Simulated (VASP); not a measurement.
# Nb (Fm-3m) in VASP: further runs, part 2 of 2

VASP 6.6.1. Earlier steps stand in the parts before.

### 3 Relaxation of cell and atoms, PBE+D4

Input file INCAR:

```
SYSTEM = Nb
  PREC = Accurate
  ENCUT = 500
  EDIFF = 1E-7
  ISMEAR = 1
  SIGMA = 0.05
  LREAL = .False.
  LASPH = .True.
  NELM = 120
  ALGO = Normal
  ISIF = 3
  LWAVE = .False.
  LCHARG = .False.
  GGA = PE
  IVDW = 13
  IBRION = 2
  NSW = 80
  EDIFFG = -0.01
  GGA_COMPAT = .False.
  NELMIN = 4
```

Input file KPOINTS:

```
Automatic mesh
0
Gamma
  11 11 11
  0 0 0
```

Input file POSCAR:

```
Nb
1.0
    0.0000000000      2.1150000000      2.1150000000
    2.1150000000      0.0000000000      2.1150000000
    2.1150000000      2.1150000000      0.0000000000
Nb
1
Direct
    0.0000000000      0.0000000000      0.0000000000
```

Potentials or basis: VASP PAW PBE potentials, release 64 (Nb_sv).

The run is started by

```
> cat potpaw_PBE.64/Nb_sv/POTCAR > POTCAR
> mpirun -np 1 vasp_std > vasp.out
```

OUTCAR:

```text
SYSTEM = Nb
   PREC = Accurate
   ENCUT = 500
   EDIFF = 1E-7
   ISMEAR = 1
   LREAL = .False.
   LASPH = .True.
   NELM = 120
   ISIF = 3
   GGA = PE
   IVDW = 13
   IBRION = 2
   NSW = 80
   EDIFFG = -0.01
   NELMIN = 4

 ion  position               nearest neighbor table
   1  0.000  0.000  0.000-

  LATTYP: Found a face centered cubic cell.
 ALAT       =     4.2300000000

  Lattice vectors:

 A1 = (   0.0000000000,   2.1150000000,   2.1150000000)
 A2 = (   2.1150000000,   0.0000000000,   2.1150000000)
 A3 = (   2.1150000000,   2.1150000000,   0.0000000000)

Analysis of symmetry for initial positions (statically):
=====================================================================
 Subroutine PRICEL returns:
 Original cell was already a primitive cell.

 Routine SETGRP: Setting up the symmetry group for a
 face centered cubic supercell.

 Subroutine GETGRP returns: Found 48 space group operations
 (whereof 48 operations were pure point group operations)
 out of a pool of 48 trial point group operations.

The static configuration has the point symmetry O_h .

Analysis of symmetry for dynamics (positions and initial velocities):
=====================================================================
 Subroutine PRICEL returns:
 Original cell was already a primitive cell.

 Routine SETGRP: Setting up the symmetry group for a
 face centered cubic supercell.

 Subroutine GETGRP returns: Found 48 space group operations
 (whereof 48 operations were pure point group operations)
 out of a pool of 48 trial point group operations.

The dynamic configuration has the point symmetry O_h .

 Subroutine INISYM returns: Found 48 space group operations
 (whereof 48 operations are pure point group operations),
 and found     1 'primitive' translations

----------------------------------------------------------------------------------------

                                     Primitive cell

  volume of cell :      18.9217

[... 98 lines left out ...]
   NUPDOWN=      -1.0000    fix difference up-down
   EMIN   =  10.00;   EMAX   =-10.00  energy-range for DOS
   EFERMI =   0.00;   METHOD = LEGACY
   ISMEAR =     1;   SIGMA  =   0.05  broadening in eV -4-tet -1-fermi 0-gaus
   EFERMI_NEDOS =   21; number of points for ismear=-14 and -15
   IALGO  =     38    algorithm
   IMIX   =      4    mixing-type and parameters
     AMIX     =   0.40;   BMIX     =  1.00
     AMIX_MAG =   1.60;   BMIX_MAG =  1.00
  volume/ion in A,a.u.               =      18.92       127.69
  Fermi-wavevector in a.u.,A,eV,Ry     =   1.444560  2.729823 28.392005  2.086754
  Thomas-Fermi vector in A             =   2.562841
   LORBIT       =      0    0 simple, 1 ext, 2 COOP (PROOUT), +10 PAW based schemes
   GGA     = PE    functional components
   LHFCALC =     F    Hartree Fock is set to
   AEXX    =    0.0000 exact exchange contribution
   IVDW    =    13    specifies the selected vdW correction
   LEPSILON=     F    determine dielectric tensor
   LRPA    =     F    only Hartree local field effects (RPA)
 conjugate gradient relaxation of ions
 non-spin polarized calculation
 Methfessel and Paxton  Order N= 1 SIGMA  =   0.05
  energy-cutoff  :      500.00
  volume of cell :       18.92
 maximum number of plane-waves:       531
 NGX is ok and might be reduce to    24
   NGX = 11   NGY = 11   NGZ = 11

--------------------------------------- Ionic step        1  -------------------------------------------

 number of electron      13.0000001 magnetization

 Free energy of the ion-electron system (eV)
  ---------------------------------------------------
  ext. energy  EPLUGINS =         0.00000000
  ---------------------------------------------------
  free energy    TOTEN  =        -9.89357252 eV

  energy without entropy =       -9.89365653  energy(sigma->0) =       -9.89360052

------------------------ aborting loop because EDIFF is reached ----------------------------------------

  DFT-D4 for vdW energy calculation

  Edisp (eV):   -0.31844
[... 69 lines left out ...]
--------------------------------------- Ionic step        3  -------------------------------------------

 number of electron      13.0000001 magnetization

 Free energy of the ion-electron system (eV)
  ---------------------------------------------------
  ext. energy  EPLUGINS =         0.00000000
  ---------------------------------------------------
  free energy    TOTEN  =        -9.89306021 eV

  energy without entropy =       -9.89301482  energy(sigma->0) =       -9.89304508

 E-fermi :  11.2542     XC(G=0): -12.3989

 val. band max:       11.2429790673   @ k =  -0.3636   0.4545   0.1818
 cond. band min:      11.2546663560   @ k =   0.3636   0.2727   0.0909
 fundamental gap:      0.0116872887
 Fermi energy:        11.2541914444

 k-point     1 :       0.0000    0.0000    0.0000
  band No.  band energies     occupation
      1     -43.4949      2.00000
      2     -18.8429      2.00000
      3     -18.8429      2.00000
      4     -18.8429      2.00000
      5       4.9881      2.00000
      6      11.3595     -0.01117
      7      11.3595     -0.01117
      8      11.3595     -0.01117
      9      14.0317      0.00000
     10      14.0317      0.00000
[... 287 lines left out ...]
 k-point    24 :      -0.1818    0.1818    0.0000
  band No.  band energies     occupation
      1     -43.3558      2.00000
      2     -19.5555      2.00000
      3     -19.1397      2.00000
      4     -18.9246      2.00000
      5       7.6333      2.00000
      6      10.0206      2.00000
      7      11.2803      0.23567
      8      12.6574      0.00000
      9      12.6977      0.00000
     10      15.7332      0.00000

 [... further k-points ...]

------------------------ aborting loop because EDIFF is reached ----------------------------------------

  DFT-D4 for vdW energy calculation

  Edisp (eV):   -0.32773
[... 24 lines left out ...]
  FREE ENERGIE OF THE ION-ELECTRON SYSTEM (eV)
  ---------------------------------------------------
  free  energy   TOTEN  =       -10.2207910128 eV

  energy  without entropy=      -10.2207456256  energy(sigma->0) =      -10.22077588

 reached required accuracy - stopping structural energy minimisation
```

OSZICAR:

```text
N       E                     dE             d eps       ncg     rms          rms(c)
DAV:   1     0.116198134293E+03    0.11620E+03   -0.73424E+03  1120   0.125E+03
DAV:   2    -0.499405776859E+01   -0.12119E+03   -0.11885E+03  1210   0.442E+02
DAV:   3    -0.100359004661E+02   -0.50418E+01   -0.48244E+01  1668   0.768E+01
DAV:   4    -0.103456897207E+02   -0.30979E+00   -0.30569E+00  1554   0.163E+01
[... 30 lines left out ...]
DAV:   8    -0.989306171098E+01   -0.28786E-05   -0.74346E-06  1412   0.291E-02    0.149E-02
DAV:   9    -0.989305981162E+01    0.18994E-05   -0.36740E-06  1274   0.331E-02    0.329E-03
DAV:  10    -0.989306008380E+01   -0.27218E-06   -0.12026E-07   892   0.514E-03    0.113E-03
DAV:  11    -0.989306021896E+01   -0.13516E-06   -0.21284E-08   604   0.268E-03    0.264E-04
DAV:  12    -0.989306020997E+01    0.89867E-08   -0.47876E-09   596   0.141E-03
   3 F= -.10220791E+02 E0= -.10220776E+02  d E =-.877762E-02
```

Wall time 33 s (1 thread of Intel Xeon Platinum 8375C at 2.90GHz (Ice Lake), shared host); peak memory 0.15 GiB.

What came out:

| Item | Value |
| --- | --- |
| Free energy | -10.2208 eV |
| Relaxed volume | 18.37 Å³/atom |
| Relaxed cell | a = 2.962 Å, b = 2.962 Å, c = 2.962 Å, α = 60.00°, β = 60.00°, γ = 60.00° |
| Space group after relaxing (to 0.1 Å) | Fm-3m (No. 225) |
| Energy gained by relaxing | 8.8 meV/atom |
| Ionic steps | 3 |
| Pressure after relaxing | -0.1 GPa |
| Band gap on the k mesh | zero (an odd number of electrons rules out a gap without spin polarisation) |
| Dispersion energy per atom | -0.328 eV |

Step by step:
```
step  energy change (eV)  largest force (eV/Å)  pressure (GPa)  volume (Å³)
   1              0.0000                0.0000           -4.93        18.92
   2              0.0231                0.0000           10.74        17.37
   3             -0.0088                0.0000           -0.07        18.37
```

Final structure:
```
CELL_PARAMETERS angstrom
0.00000 2.09437 2.09437
2.09437 0.00000 2.09437
2.09437 2.09437 0.00000
ATOMIC_POSITIONS crystal
Nb 0.00000 0.00000 0.00000
```
